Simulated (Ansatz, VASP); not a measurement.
# Al2GaN3 in VASP and in Ansatz

INCAR

```
SYSTEM = Al2GaN3
ALGO = Normal
EDIFF = 1E-6
ENCUT = 520
GGA = PS
ISIF = 2
ISMEAR = 0
LASPH = .TRUE.
LCHARG = .FALSE.
LREAL = .FALSE.
LWAVE = .FALSE.
NBANDS = 46
NELM = 100
PREC = Accurate
SIGMA = 0.02
```

Contents of KPOINTS:

```
k-points
0
G
  8 8 4
  0 0 0
```

POSCAR

```
Al2GaN3
1.0
    5.6283428355     -1.5365200518     -0.0049291119
    5.6283428355      1.5365200518     -0.0049291119
   -1.8658393302      0.0000000000      7.2798183763
Al Ga N
4 2 6
Direct
    0.9442426286      0.9442426286      0.3888491479
    0.8886666279      0.8886666279      0.7755892916
    0.2229897939      0.2229897939      0.4433680918
    0.5534544207      0.5534544207      0.1119301815
    0.2768166454      0.2768166454      0.0570171398
    0.6096380790      0.6096380790      0.7212005511
    0.1484915698      0.1484915698      0.1875723525
    0.4828321038      0.4828321038      0.8548931113
    0.8195487786      0.8195487786      0.5177051325
    0.7638136524      0.7638136524      0.9008845277
    0.0948161054      0.0948161054      0.5638459240
    0.4300545944      0.4300545944      0.2419455383
```

Input for Ansatz:

```yaml
crystal:
  lattice:
    - [5.6283428355, -1.5365200518, -0.0049291119]
    - [5.6283428355, 1.5365200518, -0.0049291119]
    - [-1.8658393302, 0.0, 7.2798183763]
  atoms:
    - { symbol: Al, position: [0.9442426286, 0.9442426286, 0.3888491479] }
    - { symbol: Al, position: [0.8886666279, 0.8886666279, 0.7755892916] }
    - { symbol: Al, position: [0.2229897939, 0.2229897939, 0.4433680918] }
    - { symbol: Al, position: [0.5534544207, 0.5534544207, 0.1119301815] }
    - { symbol: Ga, position: [0.2768166454, 0.2768166454, 0.0570171398] }
    - { symbol: Ga, position: [0.609638079, 0.609638079, 0.7212005511] }
    - { symbol: "N", position: [0.1484915698, 0.1484915698, 0.1875723525] }
    - { symbol: "N", position: [0.4828321038, 0.4828321038, 0.8548931113] }
    - { symbol: "N", position: [0.8195487786, 0.8195487786, 0.5177051325] }
    - { symbol: "N", position: [0.7638136524, 0.7638136524, 0.9008845277] }
    - { symbol: "N", position: [0.0948161054, 0.0948161054, 0.563845924] }
    - { symbol: "N", position: [0.4300545944, 0.4300545944, 0.2419455383] }
basis:
  ecutwfc: 420
kpoints:
  mp_grid: { grid: [8, 8, 4] }
  band_path: { path: [VBM, CBM], npoints: 2 }
hamiltonian:
  xc: pbesol
scf:
  occupations: { method: gaussian, width: 0.02 }
output:
  forces: true
  stress: true
  eigenvalues: true
checkpoint:
  read: start.run
  write: ck
  compress: false
  write_wavefunctions: false
  write_every: 100000
```

Alike in both runs: task single point; functional PBEsol; k mesh 8 × 8 × 4; occupations gaussian, width 0.02 eV; no spin polarisation.

|  | VASP | Ansatz |
| --- | --- | --- |
| version | VASP 6.6.1 | Ansatz 0.2.0 |
| potentials or method | VASP PAW PBE potentials, release 64 (Al, Ga_d, N), cutoff 520 eV | scalar-relativistic, plane waves, PAW |
| valence electrons in the cell | 68 | 68 |

|  | VASP | Ansatz | Ansatz less VASP |
| --- | --- | --- | --- |
| gap on the k mesh at the Fermi level (eV) | 3.37 | 3.35 | -0.018 |
| least direct gap on the mesh (eV) | 3.37 | 3.35 | -0.018 |
| pressure (GPa) | 5.3 | 5.4 | +0.05 |
| traceless stress, the component that is largest in VASP (GPa) | -5.43 | -5.37 | +0.055 |
| rms of the force components (eV/Å) | 0.006 | 0.000 | -0.0056 |

VASP's potentials were made for PBE, not for PBEsol. Atom by atom the forces differ by 0.006 eV/Å (rms over components). With one functional, cell and mesh, what is left measures potentials, basis and numerics.
